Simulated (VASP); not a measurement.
Write the native input for VASP 6.6.1 that does the following.

- Task: single point
- Functional: PBEsol
- Potentials or basis: VASP PAW PBE potentials, release 64 (Mg, Au)
- Cutoff: 520 eV
- k mesh: 7 × 7 × 7
- Occupations: methfessel-paxton, width 0.05 eV
- Spin: no spin polarisation
- Dipole correction: no
- Further INCAR settings: ALGO = Normal; EDIFF = 1e-06; NBANDS = 14

The structure of MgAu lies in POSCAR:

```
MgAu
1.0
    3.2525593737      0.0000000000      0.0000000000
    0.0000000000      3.2525593737      0.0000000000
    0.0000000000      0.0000000000      3.2525593737
Mg Au
1 1
Direct
    0.5000000000      0.5000000000      0.5000000000
    0.0000000000      0.0000000000      0.0000000000
```

The input as run:

INCAR

```
PREC = Accurate ; ENCUT = 520
EDIFF = 1E-6 ; ISMEAR = 1
SIGMA = 0.05 ; LREAL = F
LASPH = T ; NELM = 80
ALGO = Normal ; ISIF = 2
LWAVE = F ; LCHARG = T
GGA = PS ; LELF = T
LVHAR = T ; NBANDS = 14
```

KPOINTS

```
Automatic mesh
0
Gamma
  7 7 7
```

Potentials or basis: VASP PAW PBE potentials, release 64 (Mg, Au).

Run with:

```sh
$ cat potpaw_PBE.64/Mg/POTCAR potpaw_PBE.64/Au/POTCAR > POTCAR
$ mpirun -np 1 vasp_std > vasp.out
```

It gave:

```yaml
Pressure: -0.3 GPa
```

Caveat: the PAW data sets were made with another functional, which shifts forces and pressure a little.

Wall time 6.7 s on 1 thread of Intel(R) Xeon(R) Platinum 8559C (Emerald Rapids) (shared host), peak memory 0.13 GiB.
